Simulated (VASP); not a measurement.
# SnTe (I4/mmm) in VASP: a series of runs, part 2 of 3

VASP 6.6.1. Earlier steps stand in the parts before.

## (3) Electric field gradients, LDA (zz strain of +2 %)

INCAR

```
PREC = Accurate
ENCUT = 520
EDIFF = 1E-8
ISMEAR = -1
SIGMA = 0.08
LREAL = F
LASPH = T
NELM = 80
ALGO = Normal
ISIF = 2
LWAVE = F
LCHARG = F
LEFG = T
NBANDS = 17
```

KPOINTS

```
Automatic mesh
0
Gamma
  11 11 11
```

POSCAR

```
SnTe
1.0
    0.0000000000      3.1565000000      3.2196300000
    3.1565000000      0.0000000000      3.2196300000
    3.1565000000      3.1565000000      0.0000000000
Sn Te
1 1
Direct
    0.0000000000      0.0000000000      0.0000000000
    0.5000000000      0.5000000000      0.5000000000
```

Potentials or basis: VASP PAW LDA potentials, release 64 (Sn_d, Te).

Command:

```
$ cat potpaw_LDA.64/Sn_d/POTCAR potpaw_LDA.64/Te/POTCAR > POTCAR
$ mpirun -np 1 vasp_std > vasp.out
```

OUTCAR:

```text
PREC = Accurate
   ENCUT = 520
   EDIFF = 1E-8
   ISMEAR = -1
   LREAL = F
   LASPH = T
   NELM = 80
   ISIF = 2

 ion  position               nearest neighbor table
   1  0.000  0.000  0.000-   2 3.16   2 3.16   2 3.16   2 3.16   2 3.22   2 3.22
   2  0.500  0.500  0.500-   1 3.16   1 3.16   1 3.16   1 3.16   1 3.22   1 3.22

  LATTYP: Found a body centered tetragonal cell.
 ALAT       =     4.4639651096
 C/A-ratio  =     1.4424978336

  Lattice vectors:

 A1 = (  -3.1565000000,   0.0000000000,   3.2196300000)
 A2 = (   3.1565000000,   0.0000000000,   3.2196300000)
 A3 = (   0.0000000000,   3.1565000000,  -3.2196300000)

Analysis of symmetry for initial positions (statically):
=====================================================================
 Subroutine PRICEL returns:
 Original cell was already a primitive cell.

 Routine SETGRP: Setting up the symmetry group for a
 body centered tetragonal supercell.

 Subroutine GETGRP returns: Found 16 space group operations
 (whereof 16 operations were pure point group operations)
 out of a pool of 16 trial point group operations.

The static configuration has the point symmetry D_4h.

Analysis of symmetry for dynamics (positions and initial velocities):
=====================================================================
 Subroutine PRICEL returns:
 Original cell was already a primitive cell.

 Routine SETGRP: Setting up the symmetry group for a
 body centered tetragonal supercell.

 Subroutine GETGRP returns: Found 16 space group operations
 (whereof 16 operations were pure point group operations)
 out of a pool of 16 trial point group operations.

The dynamic configuration has the point symmetry D_4h.

 Subroutine INISYM returns: Found 16 space group operations
 (whereof 16 operations are pure point group operations),
 and found     1 'primitive' translations

----------------------------------------------------------------------------------------

                                     Primitive cell

  volume of cell :      64.1575

  direct lattice vectors                    reciprocal lattice vectors
     0.000000000  3.156500000  3.219630000    -0.158403295  0.158403295  0.155297348
     3.156500000  0.000000000  3.219630000     0.158403295 -0.158403295  0.155297348
     3.156500000  3.156500000  0.000000000     0.158403295  0.158403295 -0.155297348

  length of vectors
     4.508825744  4.508825744  4.463965110     0.272581133  0.272581133  0.272581133

  position of ions in fractional coordinates (direct lattice)
     0.000000000  0.000000000  0.000000000
     0.500000000  0.500000000  0.500000000

  ion indices of the primitive-cell ions
   primitive index   ion index
                 1           1
                 2           2

----------------------------------------------------------------------------------------

 KPOINTS: Automatic mesh

Automatic generation of k-mesh.
[... 72 lines left out ...]
   ISIF   =      2    stress and relaxation
   ISYM   =      2    0-nonsym 1-usesym 2-fastsym
   POTIM  = 0.5000    time-step for ionic-motion
   TEBEG  =    0.0;   TEEND  =   0.0 temperature during run
   PSTRESS=    0.0 pullay stress
   NELECT =      20.0000    total number of electrons
   NUPDOWN=      -1.0000    fix difference up-down
   EMIN   =  10.00;   EMAX   =-10.00  energy-range for DOS
   EFERMI =   0.00;   METHOD = LEGACY
   ISMEAR =    -1;   SIGMA  =   0.08  broadening in eV -4-tet -1-fermi 0-gaus
   EFERMI_NEDOS =   21; number of points for ismear=-14 and -15
   IALGO  =     38    algorithm
   IMIX   =      4    mixing-type and parameters
     AMIX     =   0.40;   BMIX     =  1.00
     AMIX_MAG =   1.60;   BMIX_MAG =  1.00
  volume/ion in A,a.u.               =      32.08       216.48
  Fermi-wavevector in a.u.,A,eV,Ry     =   1.110032  2.097657 16.764716  1.232172
  Thomas-Fermi vector in A             =   2.246579
   LORBIT       =      0    0 simple, 1 ext, 2 COOP (PROOUT), +10 PAW based schemes
   GGA     = CA    functional components
   LHFCALC =     F    Hartree Fock is set to
   AEXX    =    0.0000 exact exchange contribution
   IVDW    =     0    specifies the selected vdW correction
   LEPSILON=     F    determine dielectric tensor
   LRPA    =     F    only Hartree local field effects (RPA)
 non-spin polarized calculation
  energy-cutoff  :      520.00
  volume of cell :       64.16
 maximum number of plane-waves:      1749
 NGX is ok and might be reduce to    36
   NGX = 17   NGY = 17   NGZ = 17

 number of electron      20.0000003 magnetization

 Free energy of the ion-electron system (eV)
  ---------------------------------------------------
  ext. energy  EPLUGINS =         0.00000000
  ---------------------------------------------------
  free energy    TOTEN  =        -8.79997075 eV

  energy without entropy =       -8.79824699  energy(sigma->0) =       -8.79910887

 E-fermi :   6.3849     XC(G=0):  -9.6292

 val. band max:        6.2147517255   @ k =   0.4545   0.0000   0.0000
 cond. band min:       6.6062857667   @ k =   0.4545   0.0000   0.0000
 fundamental gap:      0.3915340412
 Fermi energy:         6.3849093146

 k-point     1 :       0.0000    0.0000    0.0000
  band No.  band energies     occupation
      1     -15.3617      2.00000
      2     -15.3545      2.00000
      3     -15.3522      2.00000
      4     -15.3522      2.00000
      5     -15.3465      2.00000
      6      -6.2142      2.00000
[... 457 lines left out ...]
      4     -15.3493      2.00000
      5     -15.3419      2.00000
      6      -5.5417      2.00000
[... 9 lines left out ...]
     16      13.9966      0.00000
     17      14.3057      0.00000

 [... further k-points ...]

------------------------ aborting loop because EDIFF is reached ----------------------------------------

  FORCE on cell =-STRESS in cart. coord.  units (eV):
  Direction    XX          YY          ZZ          XY          YZ          ZX
  --------------------------------------------------------------------------------------
  -------------------------------------------------------------------------------------
  Total       -0.6864756     -0.6864756     -1.5497122      0.0000000     -0.0000000     -0.0000000
  in kB      -17.1430517    -17.1430517    -38.7002776      0.0000000     -0.0000000     -0.0000000
  external PRESSURE =     -24.3287937 kB  Pullay stress =       0.0000000 kB

 VOLUME and BASIS-vectors are now :
 -----------------------------------------------------------------------------
  energy-cutoff  :      520.00
  volume of cell :       64.16
      direct lattice vectors                 reciprocal lattice vectors
     0.000000000  3.156500000  3.219630000    -0.158403295  0.158403295  0.155297348
     3.156500000  0.000000000  3.219630000     0.158403295 -0.158403295  0.155297348
     3.156500000  3.156500000  0.000000000     0.158403295  0.158403295 -0.155297348

 POSITION                                       TOTAL-FORCE (eV/Angst)
 -----------------------------------------------------------------------------------
      0.00000      0.00000      0.00000         0.000000      0.000000      0.000000
      3.15650      3.15650      3.21963        -0.000000     -0.000000     -0.000000
 -----------------------------------------------------------------------------------
    total drift:                               -0.000000      0.000000      0.000000

  FREE ENERGIE OF THE ION-ELECTRON SYSTEM (eV)
  ---------------------------------------------------
  free  energy   TOTEN  =        -8.7999707468 eV

  energy  without entropy=       -8.7982469914  energy(sigma->0) =       -8.79910887

 Electric field gradients (V/A^2)
---------------------------------------------------------------------
 ion       V_xx      V_yy      V_zz      V_xy      V_xz      V_yz
---------------------------------------------------------------------
   1     -14.720   -14.720    29.439    -0.002    -0.001    -0.001
   2      -3.381    -3.381     6.762     0.000    -0.000    -0.000
---------------------------------------------------------------------

 Electric field gradients after diagonalization (V/A^2)
 (convention: |V_zz| > |V_xx| > |V_yy|)
----------------------------------------------------------------------
 ion       V_xx      V_yy      V_zz     asymmetry (V_yy - V_xx)/ V_zz
----------------------------------------------------------------------
   1     -14.722   -14.717    29.439       0.000
   2      -3.381    -3.381     6.762       0.000
----------------------------------------------------------------------

           NMR quadrupolar parameters

 Cq : quadrupolar parameter    Cq=e*Q*V_zz/h
 eta: asymmetry parameters     (V_yy - V_xx)/ V_zz
 Q  : nuclear electric quadrupole moment in mb (millibarn)
----------------------------------------------------------------------
 ion       Cq(MHz)       eta       Q (mb)
----------------------------------------------------------------------
   1       0.071       0.000       1.000
   2       0.016       0.000       1.000
----------------------------------------------------------------------
```

It took 2.9 min on 1 thread of Intel Xeon 8259CL, shared host; peak memory 0.27 GiB.

What came out:

| Property | Result |
| --- | --- |
| Free energy | -8.8000 eV |
| Pressure | -2.4 GPa |
| Band gap on the k mesh | 0.39 eV |
| Largest electric field gradient by atom | Sn +29.4; Te +6.8 V/Å² |

Stress tensor (GPa, compression positive):
```
-1.71  0.00  0.00
 0.00 -1.71  0.00
 0.00  0.00 -3.87
```

Electric field gradients, principal values (V/Å²):
```
atom    least   middle  greatest (by size)
1 Sn  -14.717  -14.722              29.439
2 Te   -3.381   -3.381               6.762
```

Caveat: the cell differs from its parent crystal (zz strain of +2 %); without QUAD_EFG the Cq values of the log hold for a quadrupole moment of 1 mb, not for the nuclei; spin-orbit coupling is left out, which moves the levels of the heavy elements; an odd mesh through Γ misses points on the zone boundary, where band edges can lie.

(Continued in part 3 of 3.)
